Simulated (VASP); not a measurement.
# Zr3SeS2 (P6/mmm) in VASP: single point with PBE

Aim: the single point of Zr3SeS2 with PBE.

Program: VASP 6.6.1. These are calculated values, not measurements. Logs are shortened: lines on timing, memory, paths and dates and some standing lists are left out, and cuts for length are marked.

## (1) The cell of the first run

The structure is hexagonal, space group P6/mmm (No. 191). The conventional cell has a = 8.291 Å, b = 8.291 Å, c = 3.095 Å, α = 90.00°, β = 90.00°, γ = 120.00°. Within 3.2 Å of Zr (site symmetry mmm) lie 2 S at 2.39 Å and 2 Zr at 3.10 Å. Se (site symmetry 6/mmm) has 2 Se at 3.10 Å and 6 Zr at 4.15 Å within 4.2 Å. Within 3.2 Å of S (site symmetry -6m2) lie 3 Zr at 2.39 Å and 2 S at 3.10 Å.

## (2) Single point, PBE

Contents of POSCAR:

```
Zr3SeS2
1.0
    8.2907503878      0.0000000000      0.0000000000
   -4.1453751939      7.1800004523      0.0000000000
    0.0000000000      0.0000000000      3.0954692123
Zr Se S
3 1 2
Direct
    0.5000000000      0.0000000000      0.5000000000
    0.0000000000      0.5000000000      0.5000000000
    0.5000000000      0.5000000000      0.5000000000
    0.0000000000      0.0000000000      0.5000000000
    0.3333333333      0.6666666667      0.5000000000
    0.6666666667      0.3333333333      0.5000000000
```

Contents of INCAR.step1:

```
PREC = Accurate ; ENCUT = 520
EDIFF = 1E-6 ; ISMEAR = 0
SIGMA = 0.1 ; LREAL = F
LASPH = T ; NELM = 60
ALGO = Normal ; ISIF = 2
LWAVE = F ; LCHARG = T
LMAXMIX = 4 ; GGA = PE
NBANDS = 36
```

Contents of KPOINTS.step1:

```
regular mesh
0
Gamma
  6 6 12
```

Contents of INCAR.step2:

```
PREC = Accurate ; ENCUT = 520
EDIFF = 1E-6 ; ISMEAR = -5
SIGMA = 0.1 ; LREAL = F
LASPH = T ; NELM = 60
ALGO = Normal ; ISIF = 2
LWAVE = F ; LCHARG = F
LMAXMIX = 4 ; GGA = PE
LORBIT = 11 ; NBANDS = 36
NEDOS = 1001 ; ICHARG = 11
```

Contents of KPOINTS.step2:

```
regular mesh
0
Gamma
  9 9 18
```

Potentials or basis: VASP PAW PBE potentials, release 64 (Zr_sv, Se, S).

On the command line:

```console
$ cat potpaw_PBE.64/Zr_sv/POTCAR potpaw_PBE.64/Se/POTCAR potpaw_PBE.64/S/POTCAR > POTCAR
$ cp INCAR.step1 INCAR
$ cp KPOINTS.step1 KPOINTS
$ mpirun -np 1 vasp_std > vasp.out
$ cp INCAR.step2 INCAR
$ cp KPOINTS.step2 KPOINTS
$ mpirun -np 1 vasp_std > vasp.out
```

OUTCAR:

```text
PREC = Accurate
   ENCUT = 520
   EDIFF = 1E-6
   ISMEAR = -5
   LREAL = F
   LASPH = T
   NELM = 60
   ISIF = 2
   GGA = PE
   LORBIT = 11
   ICHARG = 11

 ion  position               nearest neighbor table
   1  0.500  0.000  0.500-   5 2.39   6 2.39
   2  0.000  0.500  0.500-   5 2.39   6 2.39
   3  0.500  0.500  0.500-   5 2.39   6 2.39
   4  0.000  0.000  0.500-
   5  0.333  0.667  0.500-   2 2.39   1 2.39   3 2.39
   6  0.667  0.333  0.500-   2 2.39   1 2.39   3 2.39

  LATTYP: Found a hexagonal cell.
 ALAT       =     8.2907503878
 C/A-ratio  =     0.3733641791

  Lattice vectors:

 A1 = (   8.2907503878,   0.0000000000,   0.0000000000)
 A2 = (  -4.1453751939,   7.1800004523,   0.0000000000)
 A3 = (   0.0000000000,   0.0000000000,   3.0954692123)

Analysis of symmetry for initial positions (statically):
=====================================================================
 Subroutine PRICEL returns:
 Original cell was already a primitive cell.

 Routine SETGRP: Setting up the symmetry group for a
 hexagonal supercell.

 Subroutine GETGRP returns: Found 24 space group operations
 (whereof 24 operations were pure point group operations)
 out of a pool of 24 trial point group operations.

The static configuration has the point symmetry D_6h.

Analysis of symmetry for dynamics (positions and initial velocities):
=====================================================================
 Subroutine PRICEL returns:
 Original cell was already a primitive cell.

 Routine SETGRP: Setting up the symmetry group for a
 hexagonal supercell.

 Subroutine GETGRP returns: Found 24 space group operations
 (whereof 24 operations were pure point group operations)
 out of a pool of 24 trial point group operations.

The dynamic configuration has the point symmetry D_6h.

 Subroutine INISYM returns: Found 24 space group operations
 (whereof 24 operations are pure point group operations),
 and found     1 'primitive' translations

----------------------------------------------------------------------------------------

                                     Primitive cell

  volume of cell :     184.2658

  direct lattice vectors                    reciprocal lattice vectors
     8.290750388  0.000000000  0.000000000     0.120616344  0.069637879  0.000000000
    -4.145375194  7.180000452  0.000000000     0.000000000  0.139275757  0.000000000
     0.000000000  0.000000000  3.095469212     0.000000000  0.000000000  0.323052801

  length of vectors
     8.290750388  8.290750388  3.095469212     0.139275757  0.139275757  0.323052801

  position of ions in fractional coordinates (direct lattice)
     0.500000000  0.000000000  0.500000000
     0.000000000  0.500000000  0.500000000
     0.500000000  0.500000000  0.500000000
     0.000000000  0.000000000  0.500000000
     0.333333333  0.666666667  0.500000000
     0.666666667  0.333333333  0.500000000

  ion indices of the primitive-cell ions
   primitive index   ion index
                 1           1
                 2           2
                 3           3
                 4           4
                 5           5
                 6           6

----------------------------------------------------------------------------------------

 KPOINTS: regular mesh

Automatic generation of k-mesh.
 Grid dimensions read from file:
 generate k-points for:    9    9   18

 Generating k-lattice:

  Cartesian coordinates                     Fractional coordinates (reciprocal lattice)
     0.013401816  0.007737542  0.000000000     0.111111111  0.000000000  0.000000000
     0.000000000  0.015475084  0.000000000     0.000000000  0.111111111  0.000000000
     0.000000000  0.000000000  0.017947378     0.000000000  0.000000000  0.055555556

  Length of vectors
     0.015475084  0.015475084  0.017947378

  Shift w.r.t. Gamma in fractional coordinates (k-lattice)
     0.000000000  0.000000000  0.000000000

 TETIRR: Found   1476 inequivalent tetrahedra from     8748

 Subroutine IBZKPT returns following result:
 ===========================================

 Found    120 irreducible k-points:

 Following reciprocal coordinates:
            Coordinates               Weight
  0.000000  0.000000  0.000000      1.000000
  0.111111  0.000000  0.000000      6.000000
  0.222222  0.000000  0.000000      6.000000
  0.333333  0.000000  0.000000      6.000000
  0.444444  0.000000  0.000000      6.000000
  0.111111  0.111111  0.000000      6.000000
[... 16 lines left out ...]
  0.333333  0.222222  0.055556     24.000000
  0.333333  0.333333  0.055556      4.000000
 [... further k-points ...]
   k-points           NKPTS =    120   k-points in BZ     NKDIM =    120   number of bands    NBANDS=     36
   number of dos      NEDOS =   1001   number of ions     NIONS =      6
   total plane-waves  NPLWV =  98304
   dimension x,y,z NGX =    64 NGY =   64 NGZ =   24
   dimension x,y,z NGXF=   128 NGYF=  128 NGZF=   48
   ions per type =               3   1   2
   NGX,Y,Z   is equivalent  to a cutoff of  12.83, 12.83, 12.89 a.u.
   NGXF,Y,Z  is equivalent  to a cutoff of  25.67, 25.67, 25.78 a.u.
 SYSTEM =  unknown system
   PREC   = accura    normal or accurate (medium, high low for compatibility)
   ISTART =      0    job   : 0-new  1-cont  2-samecut
   ICHARG =     11    charge: 1-file 2-atom 10-const
   ISPIN  =      1    spin polarized calculation?
   LNONCOLLINEAR =      F non collinear calculations
   LSORBIT =      F    spin-orbit coupling
   LASPH  =      T    aspherical Exc in radial PAW
   ENCUT  =  520.0 eV  38.22 Ry    6.18 a.u.  15.42 15.42  5.76*2*pi/ulx,y,z
   NELM   =     60;   NELMIN=  2; NELMDL=  0     # of ELM steps
   EDIFF  = 0.1E-05   stopping-criterion for ELM
   LREAL  =      F    real-space projection
   EDIFFG = 0.1E-04   stopping-criterion for IOM
   NSW    =      0    number of steps for IOM
   IBRION =     -1    ionic relax: 0-MD 1-quasi-New 2-CG
   NFREE  =      0    steps in history (QN), initial steepest desc. (CG)
   ISIF   =      2    stress and relaxation
   ISYM   =      2    0-nonsym 1-usesym 2-fastsym
   POTIM  = 0.5000    time-step for ionic-motion
   TEBEG  =    0.0;   TEEND  =   0.0 temperature during run
   PSTRESS=    0.0 pullay stress
   NELECT =      54.0000    total number of electrons
   NUPDOWN=      -1.0000    fix difference up-down
   EMIN   =  10.00;   EMAX   =-10.00  energy-range for DOS
   EFERMI =   0.00;   METHOD = LEGACY
   ISMEAR =    -5;   SIGMA  =   0.10  broadening in eV -4-tet -1-fermi 0-gaus
   EFERMI_NEDOS =   21; number of points for ismear=-14 and -15
   IALGO  =     38    algorithm
   IMIX   =      4    mixing-type and parameters
     AMIX     =   0.40;   BMIX     =  1.00
     AMIX_MAG =   1.60;   BMIX_MAG =  1.00
  volume/ion in A,a.u.               =      30.71       207.25
  Fermi-wavevector in a.u.,A,eV,Ry     =   1.087405  2.054897 16.088191  1.182449
  Thomas-Fermi vector in A             =   2.223563
   LORBIT       =     11    0 simple, 1 ext, 2 COOP (PROOUT), +10 PAW based schemes
   GGA     = PE    functional components
   LHFCALC =     F    Hartree Fock is set to
   AEXX    =    0.0000 exact exchange contribution
   IVDW    =     0    specifies the selected vdW correction
   LEPSILON=     F    determine dielectric tensor
   LRPA    =     F    only Hartree local field effects (RPA)
 non-spin polarized calculation
 Fermi weights with tetrahedron method with Bloechl corrections
  energy-cutoff  :      520.00
  volume of cell :      184.27
 maximum number of plane-waves:      5015
 NGX is ok and might be reduce to    64

 number of electron      54.0000000 magnetization

 Free energy of the ion-electron system (eV)
  ---------------------------------------------------
  ext. energy  EPLUGINS =         0.00000000
  ---------------------------------------------------
  free energy    TOTEN  =       -35.78388803 eV

  energy without entropy =      -35.78388803  energy(sigma->0) =      -35.78388803

 E-fermi :   4.1531     XC(G=0):  -8.7552

 val. band max:        4.2174577253   @ k =   0.2222   0.1111   0.2778
 cond. band min:       4.1135062281   @ k =   0.4444   0.0000   0.5000
 fundamental gap:     -0.1039514972
 Fermi energy:         4.1530691541

 k-point     1 :       0.0000    0.0000    0.0000
  band No.  band energies     occupation
      1     -45.4390      2.00000
      2     -45.4354      2.00000
      3     -45.4352      2.00000
      4     -23.7417      2.00000
      5     -23.6513      2.00000
      6     -23.6512      2.00000
[... 28 lines left out ...]
     35       6.5257      0.00000
     36       6.9992      0.00000

 k-point     2 :       0.1111    0.0000    0.0000
  band No.  band energies     occupation
      1     -45.4389      2.00000
      2     -45.4355      2.00000
      3     -45.4352      2.00000
      4     -23.7381      2.00000
      5     -23.6512      2.00000
      6     -23.6503      2.00000
[... 28 lines left out ...]
     35       6.5863      0.00000
     36       7.0080      0.00000

 k-point     3 :       0.2222    0.0000    0.0000
  band No.  band energies     occupation
      1     -45.4387      2.00000
      2     -45.4357      2.00000
      3     -45.4352      2.00000
      4     -23.7280      2.00000
      5     -23.6512      2.00000
      6     -23.6476      2.00000
[... 28 lines left out ...]
     35       6.7574      0.00000
     36       6.9789      0.00000
[... 742 lines left out ...]
 k-point    23 :       0.3333    0.2222    0.0556
  band No.  band energies     occupation
      1     -45.4356      2.00000
      2     -45.4348      2.00000
      3     -45.4333      2.00000
      4     -23.6884      2.00000
      5     -23.6592      2.00000
      6     -23.6402      2.00000
[... 28 lines left out ...]
     35       6.4650      0.00000
     36       6.7134      0.00000

 k-point    24 :       0.3333    0.3333    0.0556
  band No.  band energies     occupation
      1     -45.4353      2.00000
      2     -45.4351      2.00000
      3     -45.4333      2.00000
      4     -23.6736      2.00000
      5     -23.6734      2.00000
      6     -23.6414      2.00000
[... 28 lines left out ...]
     35       6.5563      0.00000
     36       6.7029      0.00000

 [... further k-points ...]

------------------------ aborting loop because EDIFF is reached ----------------------------------------

  FORCE on cell =-STRESS in cart. coord.  units (eV):
  Direction    XX          YY          ZZ          XY          YZ          ZX
  --------------------------------------------------------------------------------------
  -------------------------------------------------------------------------------------
  Total        0.5612526      0.5612526     -0.8512477     -0.0000000     -0.0000000      0.0000000
  in kB        4.8800482      4.8800482     -7.4015339     -0.0000000     -0.0000000      0.0000000
  external PRESSURE =       0.7861875 kB  Pullay stress =       0.0000000 kB

 VOLUME and BASIS-vectors are now :
 -----------------------------------------------------------------------------
  energy-cutoff  :      520.00
  volume of cell :      184.27
      direct lattice vectors                 reciprocal lattice vectors
     8.290750388  0.000000000  0.000000000     0.120616344  0.069637879  0.000000000
    -4.145375194  7.180000452  0.000000000     0.000000000  0.139275757  0.000000000
     0.000000000  0.000000000  3.095469212     0.000000000  0.000000000  0.323052801

 POSITION                                       TOTAL-FORCE (eV/Angst)
 -----------------------------------------------------------------------------------
      4.14538      0.00000      1.54773        -0.000000      0.000000     -0.000000
     -2.07269      3.59000      1.54773        -0.000000      0.000000     -0.000000
      2.07269      3.59000      1.54773        -0.000000      0.000000     -0.000000
      0.00000      0.00000      1.54773        -0.000000      0.000000     -0.000000
     -0.00000      4.78667      1.54773        -0.000000     -0.000000      0.000000
      4.14538      2.39333      1.54773         0.000000      0.000000     -0.000000
 -----------------------------------------------------------------------------------
    total drift:                               -0.000000     -0.000000     -0.000000

  FREE ENERGIE OF THE ION-ELECTRON SYSTEM (eV)
  ---------------------------------------------------
  free  energy   TOTEN  =       -35.7838880275 eV

  energy  without entropy=      -35.7838880275  energy(sigma->0) =      -35.78388803

 total charge

# of ion       s       p       d       tot
------------------------------------------
    1        2.179   5.948   1.671   9.799
    2        2.179   5.948   1.671   9.799
    3        2.179   5.948   1.671   9.799
    4        1.503   2.105   0.009   3.617
    5        1.344   2.500   0.000   3.844
    6        1.344   2.500   0.000   3.844
--------------------------------------------------
tot         10.729  24.949   5.023  40.701
```

Wall time 7.7 min (1 thread of Intel Xeon 6975P-C (Granite Rapids), shared host); peak memory 0.78 GiB.

Results:

```
Valence electrons inside the program's atomic spheres : Zr 9.80; Se 3.62; S 3.84
```
